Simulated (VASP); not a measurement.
# Ga2O3 (C2/m) in VASP: notebook, part 2 of 2

VASP 6.6.1.

### Step 5. Single point, BLYP

This run uses another cell than the first one, of 11.28 Å³/atom.

The input, INCAR:

```
SYSTEM = Ga2O3
AGGAC = 1.0
AGGAX = 1.0
ALDAC = 0.0
ALDAX = 1.0
ALGO = Normal
EDIFF = 1E-6
ENCUT = 520
GGA = B5
ISIF = 2
ISMEAR = -1
LASPH = .True.
LCHARG = .False.
LREAL = .False.
LWAVE = .False.
NBANDS = 55
NELM = 80
PREC = Accurate
SIGMA = 0.05
```

The input, KPOINTS:

```
k-points
0
Gamma
  9 9 5
  0 0 0
```

The input, POSCAR:

```
Ga2O3
1.0
    6.2947578584     -1.5559182034      0.0119951279
    6.2947578584      1.5559182034      0.0119951279
   -1.4175424627      0.0000000000      5.7575752181
Ga O
4 6
Direct
    0.3418759966      0.3418759966      0.6867253544
    0.6581240034      0.6581240034      0.3132746456
    0.9105756678      0.9105756678      0.2063451240
    0.0894243322      0.0894243322      0.7936548760
    0.5042887795      0.5042887795      0.7423045886
    0.4957112205      0.4957112205      0.2576954114
    0.8256890177      0.8256890177      0.4336968677
    0.1743109823      0.1743109823      0.5663031323
    0.8388089916      0.8388089916      0.8913710527
    0.1611910084      0.1611910084      0.1086289473
```

Potentials or basis: VASP PAW PBE potentials, release 64 (Ga_d, O).

Started as:

```
$ cat potpaw_PBE.64/Ga_d/POTCAR potpaw_PBE.64/O/POTCAR > POTCAR
$ mpirun -np 1 vasp_std > vasp.out
```

OUTCAR:

```text
SYSTEM = Ga2O3
   EDIFF = 1E-6
   ENCUT = 520
   GGA = B5
   ISIF = 2
   ISMEAR = -1
   LASPH = .True.
   LREAL = .False.
   NELM = 80
   PREC = Accurate

 ion  position               nearest neighbor table
   1  0.342  0.342  0.687-   9 1.98   9 1.98   5 1.99   8 2.06   7 2.14   7 2.14
   2  0.658  0.658  0.313-  10 1.98  10 1.98   6 1.99   7 2.06   8 2.14   8 2.14
   3  0.911  0.911  0.206-   9 1.87   6 1.87   6 1.87   7 1.91
   4  0.089  0.089  0.794-  10 1.87   5 1.87   5 1.87   8 1.91
   5  0.504  0.504  0.742-   4 1.87   4 1.87   1 1.99
   6  0.496  0.496  0.258-   3 1.87   3 1.87   2 1.99
   7  0.826  0.826  0.434-   3 1.91   2 2.06   1 2.14   1 2.14
   8  0.174  0.174  0.566-   4 1.91   1 2.06   2 2.14   2 2.14
   9  0.839  0.839  0.891-   3 1.87   1 1.98   1 1.98
  10  0.161  0.161  0.109-   4 1.87   2 1.98   2 1.98

  LATTYP: Found a base centered monoclinic cell.
 ALAT       =    12.5895385744
 B/A-ratio  =     0.2471763670
 C/A-ratio  =     0.4709871473
 COS(beta)  =    -0.2372149163

  Lattice vectors:

 A1 = (   6.2947578584,  -1.5559182034,   0.0119951279)
 A2 = (   6.2947578584,   1.5559182034,   0.0119951279)
 A3 = (  -1.4175424627,   0.0000000000,   5.7575752181)

Analysis of symmetry for initial positions (statically):
=====================================================================
 Subroutine PRICEL returns:
 Original cell was already a primitive cell.

 Routine SETGRP: Setting up the symmetry group for a
 base centered monoclinic supercell.

 Subroutine GETGRP returns: Found  4 space group operations
 (whereof  4 operations were pure point group operations)
 out of a pool of  4 trial point group operations.

The static configuration has the point symmetry C_2h.

Analysis of symmetry for dynamics (positions and initial velocities):
=====================================================================
 Subroutine PRICEL returns:
 Original cell was already a primitive cell.

 Routine SETGRP: Setting up the symmetry group for a
 base centered monoclinic supercell.

 Subroutine GETGRP returns: Found  4 space group operations
 (whereof  4 operations were pure point group operations)
 out of a pool of  4 trial point group operations.

The dynamic configuration has the point symmetry C_2h.

 Subroutine INISYM returns: Found  4 space group operations
 (whereof  4 operations are pure point group operations),
 and found     1 'primitive' translations

----------------------------------------------------------------------------------------

                                     Primitive cell

  volume of cell :     112.8338

  direct lattice vectors                    reciprocal lattice vectors
     6.294757858 -1.555918203  0.011995128     0.079393924 -0.321353654  0.019547163
     6.294757858  1.555918203  0.011995128     0.079393924  0.321353654  0.019547163
    -1.417542463  0.000000000  5.757575218    -0.000330813  0.000000000  0.173602779

  length of vectors
     6.484211736  6.484211736  5.929510859     0.331592608  0.331592608  0.173603094

  position of ions in fractional coordinates (direct lattice)
     0.341875997  0.341875997  0.686725354
     0.658124003  0.658124003  0.313274646
     0.910575668  0.910575668  0.206345124
[... 71 lines left out ...]
 -0.333333  0.333333  0.000000      2.000000
  0.444444  0.444444  0.000000      2.000000
 [... further k-points ...]
   k-points           NKPTS =    115   k-points in BZ     NKDIM =    115   number of bands    NBANDS=     55
   number of dos      NEDOS =    301   number of ions     NIONS =     10
   total plane-waves  NPLWV = 110592
   dimension x,y,z NGX =    48 NGY =   48 NGZ =   48
   dimension x,y,z NGXF=    96 NGYF=   96 NGZF=   96
   ions per type =               4   6
   NGX,Y,Z   is equivalent  to a cutoff of  12.31, 12.31, 13.46 a.u.
   NGXF,Y,Z  is equivalent  to a cutoff of  24.61, 24.61, 26.92 a.u.
 SYSTEM =  Ga2O3
   PREC   = accura    normal or accurate (medium, high low for compatibility)
   ISTART =      0    job   : 0-new  1-cont  2-samecut
   ICHARG =      2    charge: 1-file 2-atom 10-const
   ISPIN  =      1    spin polarized calculation?
   LNONCOLLINEAR =      F non collinear calculations
   LSORBIT =      F    spin-orbit coupling
   LASPH  =      T    aspherical Exc in radial PAW
   ENCUT  =  520.0 eV  38.22 Ry    6.18 a.u.  12.06 12.06 11.02*2*pi/ulx,y,z
   NELM   =     80;   NELMIN=  2; NELMDL= -5     # of ELM steps
   EDIFF  = 0.1E-05   stopping-criterion for ELM
   LREAL  =      F    real-space projection
   EDIFFG = 0.1E-04   stopping-criterion for IOM
   NSW    =      0    number of steps for IOM
   IBRION =     -1    ionic relax: 0-MD 1-quasi-New 2-CG
   NFREE  =      0    steps in history (QN), initial steepest desc. (CG)
   ISIF   =      2    stress and relaxation
   ISYM   =      2    0-nonsym 1-usesym 2-fastsym
   POTIM  = 0.5000    time-step for ionic-motion
   TEBEG  =    0.0;   TEEND  =   0.0 temperature during run
   PSTRESS=    0.0 pullay stress
   NELECT =      88.0000    total number of electrons
   NUPDOWN=      -1.0000    fix difference up-down
   EMIN   =  10.00;   EMAX   =-10.00  energy-range for DOS
   EFERMI =   0.00;   METHOD = LEGACY
   ISMEAR =    -1;   SIGMA  =   0.05  broadening in eV -4-tet -1-fermi 0-gaus
   EFERMI_NEDOS =   21; number of points for ismear=-14 and -15
   IALGO  =     38    algorithm
   IMIX   =      4    mixing-type and parameters
     AMIX     =   0.40;   BMIX     =  1.00
     AMIX_MAG =   1.60;   BMIX_MAG =  1.00
  volume/ion in A,a.u.               =      11.28        76.14
  Fermi-wavevector in a.u.,A,eV,Ry     =   1.506917  2.847660 30.896097  2.270799
  Thomas-Fermi vector in A             =   2.617572
   LORBIT       =      0    0 simple, 1 ext, 2 COOP (PROOUT), +10 PAW based schemes
   GGA     = B5    functional components
   LHFCALC =     F    Hartree Fock is set to
   AEXX    =    0.0000 exact exchange contribution
   IVDW    =     0    specifies the selected vdW correction
   LEPSILON=     F    determine dielectric tensor
   LRPA    =     F    only Hartree local field effects (RPA)
 non-spin polarized calculation
  energy-cutoff  :      520.00
  volume of cell :      112.83
 maximum number of plane-waves:      3062
   NGX = 25   NGY = 25   NGZ = 23

 number of electron      88.0000008 magnetization

 Free energy of the ion-electron system (eV)
  ---------------------------------------------------
  ext. energy  EPLUGINS =         0.00000000
  ---------------------------------------------------
  free energy    TOTEN  =       -55.66774149 eV

  energy without entropy =      -55.66774149  energy(sigma->0) =      -55.66774149

 E-fermi :   4.5065     XC(G=0): -10.7590

 val. band max:        3.4623645567   @ k =  -0.4444   0.4444   0.4000
 cond. band min:       5.3282851955   @ k =   0.0000   0.0000   0.0000
 fundamental gap:      1.8659206388
 Fermi energy:         4.5064667591

 k-point     1 :       0.0000    0.0000    0.0000
  band No.  band energies     occupation
      1     -14.8472      2.00000
      2     -13.8856      2.00000
      3     -13.8382      2.00000
      4     -13.7491      2.00000
      5     -13.3292      2.00000
      6     -13.3210      2.00000
[... 1381 lines left out ...]
     54      15.1598      0.00000
     55      15.3855      0.00000

 [... further k-points ...]

------------------------ aborting loop because EDIFF is reached ----------------------------------------

  FORCE on cell =-STRESS in cart. coord.  units (eV):
  Direction    XX          YY          ZZ          XY          YZ          ZX
  --------------------------------------------------------------------------------------
  -------------------------------------------------------------------------------------
  Total        1.1473755      1.4199279      1.2235459      0.0000000      0.0000000      0.0357814
  in kB       16.2920984     20.1621933     17.3736771      0.0000000      0.0000000      0.5080756
  external PRESSURE =      17.9426563 kB  Pullay stress =       0.0000000 kB

 VOLUME and BASIS-vectors are now :
 -----------------------------------------------------------------------------
  energy-cutoff  :      520.00
  volume of cell :      112.83
      direct lattice vectors                 reciprocal lattice vectors
     6.294757858 -1.555918203  0.011995128     0.079393924 -0.321353654  0.019547163
     6.294757858  1.555918203  0.011995128     0.079393924  0.321353654  0.019547163
    -1.417542463  0.000000000  5.757575218    -0.000330813  0.000000000  0.173602779

 POSITION                                       TOTAL-FORCE (eV/Angst)
 -----------------------------------------------------------------------------------
      3.33059      0.00000      3.96207         0.000953      0.000000     -0.062736
      7.84138      0.00000      1.81949        -0.000953      0.000000      0.062736
     11.17120      0.00000      1.20989        -0.036645      0.000000      0.011284
      0.00077      0.00000      4.57167         0.036645      0.000000     -0.011284
      5.29650      0.00000      4.28597        -0.092852      0.000000     -0.036019
      5.87547      0.00000      1.49559         0.092852      0.000000      0.036019
      9.78024      0.00000      2.51685        -0.041762      0.000000      0.073675
      1.39173      0.00000      3.26471         0.041762      0.000000     -0.073675
      9.29664      0.00000      5.15226        -0.061834      0.000000     -0.041562
      1.87533      0.00000      0.62931         0.061834      0.000000      0.041562
 -----------------------------------------------------------------------------------
    total drift:                                0.000000     -0.000000     -0.000000

  FREE ENERGIE OF THE ION-ELECTRON SYSTEM (eV)
  ---------------------------------------------------
  free  energy   TOTEN  =       -55.6677414911 eV

  energy  without entropy=      -55.6677414905  energy(sigma->0) =      -55.66774149
```

It took 32 min on 1 thread of Oxide Virtual Turin-like, shared host; peak memory 0.63 GiB.

Results:

| Property | Result |
| --- | --- |
| Free energy | -55.6677 eV |
| Pressure | 1.8 GPa |
| Largest force | 0.100 eV/Å |
| Band gap on the k mesh | 1.87 eV (least direct gap 1.88 eV) |

Forces in eV/Å, atoms in the order of the input:
```
Ga   0.001  0.000 -0.063
Ga  -0.001  0.000  0.063
Ga  -0.037  0.000  0.011
Ga   0.037  0.000 -0.011
O   -0.093  0.000 -0.036
O    0.093  0.000  0.036
O   -0.042  0.000  0.074
O    0.042  0.000 -0.074
O   -0.062  0.000 -0.042
O    0.062  0.000  0.042
```

Caveat: the PAW data sets were made with another functional, which shifts forces and pressure a little; an odd mesh through Γ misses points on the zone boundary, where band edges can lie.

### Step 6. Single point, PBE

This run uses another cell than the first one, of 10.96 Å³/atom.

The input, INCAR:

```
SYSTEM = Ga2O3
ALGO = Normal ; EDIFF = 1E-6
ENCUT = 520 ; GGA = PE
ISIF = 2 ; ISMEAR = -1
LASPH = .TRUE. ; LCHARG = .FALSE.
LREAL = .FALSE. ; LWAVE = .FALSE.
NBANDS = 55 ; NELM = 60
PREC = Accurate ; SIGMA = 0.05
```

The input, KPOINTS:

```
k-points
0
G
  9 9 5
  0 0 0
```

The input, POSCAR:

```
Ga2O3
1.0
    6.2275203016     -1.5414744580      0.0118273336
    6.2275203016      1.5414744580      0.0118273336
   -1.4024375300      0.0000000000      5.7066102677
Ga O
4 6
Direct
    0.3414997704      0.3414997704      0.6859208591
    0.6585002296      0.6585002296      0.3140791409
    0.9101202253      0.9101202253      0.2053244200
    0.0898797747      0.0898797747      0.7946755800
    0.5039683808      0.5039683808      0.7432910232
    0.4960316192      0.4960316192      0.2567089768
    0.8262910336      0.8262910336      0.4356132811
    0.1737089664      0.1737089664      0.5643867189
    0.8365135621      0.8365135621      0.8908929324
    0.1634864379      0.1634864379      0.1091070676
```

Potentials or basis: VASP PAW PBE potentials, release 64 (Ga_d, O).

Started as:

```
$ cat potpaw_PBE.64/Ga_d/POTCAR potpaw_PBE.64/O/POTCAR > POTCAR
$ mpirun -np 1 vasp_std > vasp.out
```

Wall time 30 min (1 thread of Oxide Virtual Turin-like, shared host); peak memory 0.62 GiB.

The run converged. Its results:

* Free energy: -59.6780 eV
* Pressure: 0.6 GPa
* Largest force: 0.024 eV/Å
* Band gap on the k mesh: 2.00 eV (least direct gap 2.02 eV)

Forces on the atoms (eV/Å):
```
Ga   0.008  0.000 -0.004
Ga  -0.008  0.000  0.004
Ga  -0.007  0.000 -0.002
Ga   0.007  0.000  0.002
O   -0.010  0.000 -0.007
O    0.010  0.000  0.007
O    0.008  0.000  0.006
O   -0.008  0.000 -0.006
O   -0.021  0.000  0.011
O    0.021  0.000 -0.011
```

Stress tensor (GPa, compression positive):
```
0.56 0.00 0.03
0.00 0.74 0.00
0.03 0.00 0.60
```

Levels at points of the mesh, in eV from the valence-band top:
```tsv
k point	band 41	band 42	band 43	band 44	band 45	band 46	band 47	band 48
(0.00, 0.00, 0.00)	-0.65	-0.46	-0.28	-0.02	2.00	5.36	6.28	6.45
```

Caveat: an odd mesh through Γ misses points on the zone boundary, where band edges can lie. As with any semilocal functional, this PBE gap is likely too small.

### Step 7. Summary

| level | potentials or basis | cell | gap on the mesh (eV) | pressure (GPa) | largest force (eV/Å) |
| --- | --- | --- | --- | --- | --- |
| LDA | VASP PAW LDA potentials, release 64 (Ga_d, O) | a = 6.416, b = 6.416, c = 5.912 Å, angles 103.4, 103.4, 27.9°, 10 atoms, atomic positions A | 1.81 | -12.8 | 0.30 |
| r2SCAN+D3(BJ) | VASP PAW PBE potentials, release 64 (Ga_d, O) | a = 6.298, b = 6.298, c = 5.799 Å, angles 103.4, 103.4, 27.9°, 10 atoms, atomic positions A | 3.06 | 1.4 | 0.08 |
| revPBE+D3(BJ) | VASP PAW PBE potentials, release 64 (Ga_d, O) | a = 6.416, b = 6.416, c = 5.912 Å, angles 103.4, 103.4, 27.9°, 10 atoms, atomic positions A | 1.98 | -3.7 | 0.12 |
| BLYP | VASP PAW PBE potentials, release 64 (Ga_d, O) | a = 6.484, b = 6.484, c = 5.930 Å, angles 103.3, 103.3, 27.8°, 10 atoms, atomic positions B | 1.87 | 1.8 | 0.10 |
| PBE | VASP PAW PBE potentials, release 64 (Ga_d, O) | a = 6.415, b = 6.415, c = 5.876 Å, angles 103.3, 103.3, 27.8°, 10 atoms, atomic positions C | 2.00 | 0.6 | 0.02 |

Alike in all rows: task single point; no spin polarisation; k mesh 9 × 9 × 5; cutoff (eV) 520; smearing fermi-dirac 0.05 eV.

Caveats: an odd mesh through Γ misses points on the zone boundary, where band edges can lie; the PAW data sets were made with another functional, which shifts forces and pressure a little (at least some runs); the cell stands under tension (at least some runs); three body term missing (at least some runs).

Absolute energies hang on the potentials; compare differences alone.
